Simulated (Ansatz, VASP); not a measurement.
# SiS3: VASP beside Ansatz

File INCAR:

```
SYSTEM = SiS3
PREC = Accurate ; ENCUT = 500
EDIFF = 1E-6 ; ISMEAR = 0
SIGMA = 0.1 ; LREAL = .False.
LASPH = .True. ; NELM = 120
ALGO = Normal ; ISIF = 2
LWAVE = .False. ; LCHARG = .False.
GGA = PE ; NBANDS = 19
GGA_COMPAT = .False.
```

KPOINTS

```
regular mesh
0
Gamma
  6 6 6
  0 0 0
```

The input POSCAR:

```
SiS3
1.0
   -2.0621541520      2.0621541520      4.6063703135
    2.0621541520     -2.0621541520      4.6063703135
    2.0621541520      2.0621541520     -4.6063703135
Si S
1 3
Direct
    0.0000000000      0.0000000000      0.0000000000
    0.5000000000      0.5000000000      0.0000000000
    0.2500000000      0.7500000000      0.5000000000
    0.7500000000      0.2500000000      0.5000000000
```

Input for Ansatz:

```yaml
crystal:
  lattice:
    - [-2.062154152, 2.062154152, 4.6063703135]
    - [2.062154152, -2.062154152, 4.6063703135]
    - [2.062154152, 2.062154152, -4.6063703135]
  atoms:
    - { symbol: Si, position: [0.0, 0.0, 0.0] }
    - { symbol: S, position: [0.5, 0.5, 0.0] }
    - { symbol: S, position: [0.25, 0.75, 0.5] }
    - { symbol: S, position: [0.75, 0.25, 0.5] }
basis:
  ecutwfc: 420
kpoints:
  mp_grid: { grid: [6, 6, 6] }
hamiltonian:
  xc: pbe
scf:
  occupations: { method: gaussian, width: 0.1 }
  lower_state_search: "off"
output:
  forces: true
  stress: true
  eigenvalues: true
```

Alike in both runs: task single point; functional PBE; k mesh 6 × 6 × 6; occupations gaussian, width 0.1 eV; no spin polarisation.

```csv
,VASP,Ansatz
version,VASP 6.6.1,Ansatz 0.2.0
potentials or method,"VASP PAW PBE potentials, release 64 (Si, S), cutoff 500 eV","scalar-relativistic, plane waves, PAW"
valence electrons in the cell,22,22
```

|  | VASP | Ansatz | Ansatz less VASP |
| --- | --- | --- | --- |
| gap on the k mesh at the Fermi level (eV) | none | none | - |
| pressure (GPa) | -9.2 | -9.1 | +0.06 |
| traceless stress, the component that is largest in VASP (GPa) | 6.84 | 6.83 | -0.012 |

A gap of «none» marks a metal or a gap that the smearing closes.
